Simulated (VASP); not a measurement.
# Rb (P6/mmm) in VASP: single point with PBE

Aim: the single point of Rb with PBE.

Everything below comes from runs of VASP 6.6.1. Logs are shortened: lines on timing, memory, paths and dates and some standing lists are left out, and cuts for length are marked.

## Step 1: The cell of the first run

Symmetry: P6/mmm, No. 191, hexagonal system. The conventional cell has a = 8.121 Å, b = 8.121 Å, c = 4.836 Å, α = 90.00°, β = 90.00°, γ = 120.00°.

## Step 2: Single point, PBE

Input file INCAR:

```
SYSTEM = Rb
PREC = Accurate ; ENCUT = 520
EDIFF = 1E-7 ; ISMEAR = -1
SIGMA = 0.08 ; LREAL = .False.
LASPH = .True. ; NELM = 100
ALGO = Normal ; ISIF = 2
LWAVE = .False. ; LCHARG = .False.
GGA = PE ; NBANDS = 20
```

Input file KPOINTS:

```
Automatic mesh
0
Gamma
  5 5 7
  0 0 0
```

Input file POSCAR:

```
Rb
1.0
    8.1205363402      0.0000000000      0.0000000000
   -4.0602681701      7.0325907630      0.0000000000
    0.0000000000      0.0000000000      4.8361497579
Rb
3
Direct
    0.0000000000      0.0000000000      0.0000000000
    0.3333333333      0.6666666667      0.5000000000
    0.6666666667      0.3333333333      0.5000000000
```

Potentials or basis: VASP PAW PBE potentials, release 64 (Rb_sv).

Command:

```
cat potpaw_PBE.64/Rb_sv/POTCAR > POTCAR
mpirun -np 1 vasp_std > vasp.out
```

OUTCAR:

```text
SYSTEM = Rb
   PREC = Accurate
   ENCUT = 520
   EDIFF = 1E-7
   ISMEAR = -1
   LREAL = .False.
   LASPH = .True.
   NELM = 100
   ISIF = 2
   GGA = PE

 ion  position               nearest neighbor table
   1  0.000  0.000  0.000-   2 5.28   3 5.28   2 5.28   3 5.28   3 5.28   3 5.28   2 5.28   2 5.28
                             3 5.28   3 5.28   2 5.28   2 5.28
   2  0.333  0.667  0.500-   3 4.69   3 4.69   3 4.69   1 5.28   1 5.28   1 5.28   1 5.28   1 5.28
                             1 5.28
   3  0.667  0.333  0.500-   2 4.69   2 4.69   2 4.69   1 5.28   1 5.28   1 5.28   1 5.28   1 5.28
                             1 5.28

  LATTYP: Found a hexagonal cell.
 ALAT       =     8.1205363402
 C/A-ratio  =     0.5955456087

  Lattice vectors:

 A1 = (   8.1205363402,   0.0000000000,   0.0000000000)
 A2 = (  -4.0602681701,   7.0325907630,   0.0000000000)
 A3 = (   0.0000000000,   0.0000000000,   4.8361497579)

Analysis of symmetry for initial positions (statically):
=====================================================================
 Subroutine PRICEL returns:
 Original cell was already a primitive cell.

 Routine SETGRP: Setting up the symmetry group for a
 hexagonal supercell.

 Subroutine GETGRP returns: Found 24 space group operations
 (whereof 24 operations were pure point group operations)
 out of a pool of 24 trial point group operations.

The static configuration has the point symmetry D_6h.

Analysis of symmetry for dynamics (positions and initial velocities):
=====================================================================
 Subroutine PRICEL returns:
 Original cell was already a primitive cell.

 Routine SETGRP: Setting up the symmetry group for a
 hexagonal supercell.

 Subroutine GETGRP returns: Found 24 space group operations
 (whereof 24 operations were pure point group operations)
 out of a pool of 24 trial point group operations.

The dynamic configuration has the point symmetry D_6h.

 Subroutine INISYM returns: Found 24 space group operations
 (whereof 24 operations are pure point group operations),
 and found     1 'primitive' translations

----------------------------------------------------------------------------------------

                                     Primitive cell

  volume of cell :     276.1848

  direct lattice vectors                    reciprocal lattice vectors
     8.120536340  0.000000000  0.000000000     0.123144575  0.071097554  0.000000000
    -4.060268170  7.032590763  0.000000000     0.000000000  0.142195108  0.000000000
     0.000000000  0.000000000  4.836149758     0.000000000  0.000000000  0.206776062

  length of vectors
     8.120536340  8.120536340  4.836149758     0.142195108  0.142195108  0.206776062

  position of ions in fractional coordinates (direct lattice)
     0.000000000  0.000000000  0.000000000
     0.333333333  0.666666667  0.500000000
     0.666666667  0.333333333  0.500000000

  ion indices of the primitive-cell ions
   primitive index   ion index
                 1           1
                 2           2
                 3           3

----------------------------------------------------------------------------------------

 KPOINTS: Automatic mesh

Automatic generation of k-mesh.
 Grid dimensions read from file:
 generate k-points for:    5    5    7

 Generating k-lattice:

  Cartesian coordinates                     Fractional coordinates (reciprocal lattice)
     0.024628915  0.014219511  0.000000000     0.200000000  0.000000000  0.000000000
     0.000000000  0.028439022  0.000000000     0.000000000  0.200000000  0.000000000
     0.000000000  0.000000000  0.029539437     0.000000000  0.000000000  0.142857143

  Length of vectors
     0.028439022  0.028439022  0.029539437

  Shift w.r.t. Gamma in fractional coordinates (k-lattice)
     0.000000000  0.000000000  0.000000000

 Subroutine IBZKPT returns following result:
 ===========================================

 Found     20 irreducible k-points:

 Following reciprocal coordinates:
            Coordinates               Weight
  0.000000  0.000000  0.000000      1.000000
  0.200000 -0.000000  0.000000      6.000000
  0.400000 -0.000000  0.000000      6.000000
  0.200000  0.200000  0.000000      6.000000
  0.400000  0.200000  0.000000      6.000000
  0.000000  0.000000  0.142857      2.000000
[... 12 lines left out ...]
  0.200000  0.200000  0.428571     12.000000
  0.400000  0.200000  0.428571     12.000000
   k-points           NKPTS =     20   k-points in BZ     NKDIM =     20   number of bands    NBANDS=     20
   number of dos      NEDOS =    301   number of ions     NIONS =      3
   total plane-waves  NPLWV = 129600
   dimension x,y,z NGX =    60 NGY =   60 NGZ =   36
   dimension x,y,z NGXF=   120 NGYF=  120 NGZF=   72
   ions per type =               3
   NGX,Y,Z   is equivalent  to a cutoff of  12.28, 12.28, 12.38 a.u.
   NGXF,Y,Z  is equivalent  to a cutoff of  24.57, 24.57, 24.75 a.u.
 SYSTEM =  Rb
   PREC   = accura    normal or accurate (medium, high low for compatibility)
   ISTART =      0    job   : 0-new  1-cont  2-samecut
   ICHARG =      2    charge: 1-file 2-atom 10-const
   ISPIN  =      1    spin polarized calculation?
   LNONCOLLINEAR =      F non collinear calculations
   LSORBIT =      F    spin-orbit coupling
   LASPH  =      T    aspherical Exc in radial PAW
   ENCUT  =  520.0 eV  38.22 Ry    6.18 a.u.  15.10 15.10  8.99*2*pi/ulx,y,z
   NELM   =    100;   NELMIN=  2; NELMDL= -5     # of ELM steps
   EDIFF  = 0.1E-06   stopping-criterion for ELM
   LREAL  =      F    real-space projection
   EDIFFG = 0.1E-05   stopping-criterion for IOM
   NSW    =      0    number of steps for IOM
   IBRION =     -1    ionic relax: 0-MD 1-quasi-New 2-CG
   NFREE  =      0    steps in history (QN), initial steepest desc. (CG)
   ISIF   =      2    stress and relaxation
   ISYM   =      2    0-nonsym 1-usesym 2-fastsym
   POTIM  = 0.5000    time-step for ionic-motion
   TEBEG  =    0.0;   TEEND  =   0.0 temperature during run
   PSTRESS=    0.0 pullay stress
   NELECT =      27.0000    total number of electrons
   NUPDOWN=      -1.0000    fix difference up-down
   EMIN   =  10.00;   EMAX   =-10.00  energy-range for DOS
   EFERMI =   0.00;   METHOD = LEGACY
   ISMEAR =    -1;   SIGMA  =   0.08  broadening in eV -4-tet -1-fermi 0-gaus
   EFERMI_NEDOS =   21; number of points for ismear=-14 and -15
   IALGO  =     38    algorithm
   IMIX   =      4    mixing-type and parameters
     AMIX     =   0.40;   BMIX     =  1.00
     AMIX_MAG =   1.60;   BMIX_MAG =  1.00
  volume/ion in A,a.u.               =      92.06       621.26
  Fermi-wavevector in a.u.,A,eV,Ry     =   0.754159  1.425154  7.738389  0.568756
  Thomas-Fermi vector in A             =   1.851763
   LORBIT       =      0    0 simple, 1 ext, 2 COOP (PROOUT), +10 PAW based schemes
   GGA     = PE    functional components
   LHFCALC =     F    Hartree Fock is set to
   AEXX    =    0.0000 exact exchange contribution
   IVDW    =     0    specifies the selected vdW correction
   LEPSILON=     F    determine dielectric tensor
   LRPA    =     F    only Hartree local field effects (RPA)
 non-spin polarized calculation
  energy-cutoff  :      520.00
  volume of cell :      276.18
 maximum number of plane-waves:      7466
   NGX = 31   NGY = 31   NGZ = 17

 number of electron      27.0000000 magnetization

 Free energy of the ion-electron system (eV)
  ---------------------------------------------------
  ext. energy  EPLUGINS =         0.00000000
  ---------------------------------------------------
  free energy    TOTEN  =        -2.81840805 eV

  energy without entropy =       -2.76741077  energy(sigma->0) =       -2.79290941

 E-fermi :  -0.0306     XC(G=0):  -5.4369

 val. band max:       -0.0618618535   @ k =   0.2000   0.2000   0.1429
 cond. band min:       0.1634104708   @ k =   0.2000  -0.0000   0.0000
 fundamental gap:      0.2252723243
 Fermi energy:        -0.0305664311

 k-point     1 :       0.0000    0.0000    0.0000
  band No.  band energies     occupation
      1     -28.9565      2.00000
      2     -28.9511      2.00000
      3     -28.8761      2.00000
      4     -13.0781      2.00000
      5     -13.0781      2.00000
      6     -13.0185      2.00000
[... 12 lines left out ...]
     19       1.3038      0.00000
     20       3.1152      0.00000

 k-point     2 :       0.2000   -0.0000    0.0000
  band No.  band energies     occupation
      1     -28.9560      2.00000
      2     -28.9515      2.00000
      3     -28.8761      2.00000
      4     -13.0824      2.00000
      5     -13.0753      2.00000
      6     -13.0174      2.00000
[... 12 lines left out ...]
     19       2.0548      0.00000
     20       3.1787      0.00000

 k-point     3 :       0.4000   -0.0000    0.0000
  band No.  band energies     occupation
      1     -28.9549      2.00000
      2     -28.9526      2.00000
      3     -28.8761      2.00000
      4     -13.0882      2.00000
      5     -13.0648      2.00000
      6     -13.0257      2.00000
[... 12 lines left out ...]
     19       2.6222      0.00000
     20       2.6478      0.00000

 k-point     4 :       0.2000    0.2000    0.0000
  band No.  band energies     occupation
      1     -28.9552      2.00000
      2     -28.9523      2.00000
      3     -28.8761      2.00000
      4     -13.0857      2.00000
      5     -13.0688      2.00000
      6     -13.0244      2.00000
[... 337 lines left out ...]
 k-point    19 :       0.2000    0.2000    0.4286
  band No.  band energies     occupation
      1     -28.9530      2.00000
      2     -28.9502      2.00000
      3     -28.8739      2.00000
      4     -13.0793      2.00000
      5     -13.0771      2.00000
      6     -13.0676      2.00000
[... 12 lines left out ...]
     19       2.1566      0.00000
     20       2.3631      0.00000

 k-point    20 :       0.4000    0.2000    0.4286
  band No.  band energies     occupation
      1     -28.9521      2.00000
      2     -28.9510      2.00000
      3     -28.8739      2.00000
      4     -13.0810      2.00000
      5     -13.0765      2.00000
      6     -13.0711      2.00000
[... 12 lines left out ...]
     19       2.1663      0.00000
     20       2.7637      0.00000

------------------------ aborting loop because EDIFF is reached ----------------------------------------

  FORCE on cell =-STRESS in cart. coord.  units (eV):
  Direction    XX          YY          ZZ          XY          YZ          ZX
  --------------------------------------------------------------------------------------
  -------------------------------------------------------------------------------------
  Total       -0.0217309     -0.0217309     -0.0037805      0.0000000      0.0000000      0.0000000
  in kB       -0.1260635     -0.1260635     -0.0219311      0.0000000      0.0000000      0.0000000
  external PRESSURE =      -0.0913527 kB  Pullay stress =       0.0000000 kB

 VOLUME and BASIS-vectors are now :
 -----------------------------------------------------------------------------
  energy-cutoff  :      520.00
  volume of cell :      276.18
      direct lattice vectors                 reciprocal lattice vectors
     8.120536340  0.000000000  0.000000000     0.123144575  0.071097554  0.000000000
    -4.060268170  7.032590763  0.000000000     0.000000000  0.142195108  0.000000000
     0.000000000  0.000000000  4.836149758     0.000000000  0.000000000  0.206776062

 POSITION                                       TOTAL-FORCE (eV/Angst)
 -----------------------------------------------------------------------------------
      0.00000      0.00000      0.00000         0.000000      0.000000      0.000000
     -0.00000      4.68839      2.41807        -0.000000      0.000000     -0.000000
      4.06027      2.34420      2.41807        -0.000000     -0.000000      0.000000
 -----------------------------------------------------------------------------------
    total drift:                                0.000000     -0.000000      0.000000

  FREE ENERGIE OF THE ION-ELECTRON SYSTEM (eV)
  ---------------------------------------------------
  free  energy   TOTEN  =        -2.8184080473 eV

  energy  without entropy=       -2.7674107733  energy(sigma->0) =       -2.79290941
```

Wall time 72 s (1 thread of Oxide Virtual Turin-like, shared host); peak memory 0.33 GiB.

Results:

```yaml
Free_energy: -2.8184 eV
Pressure: 0.0 GPa
```
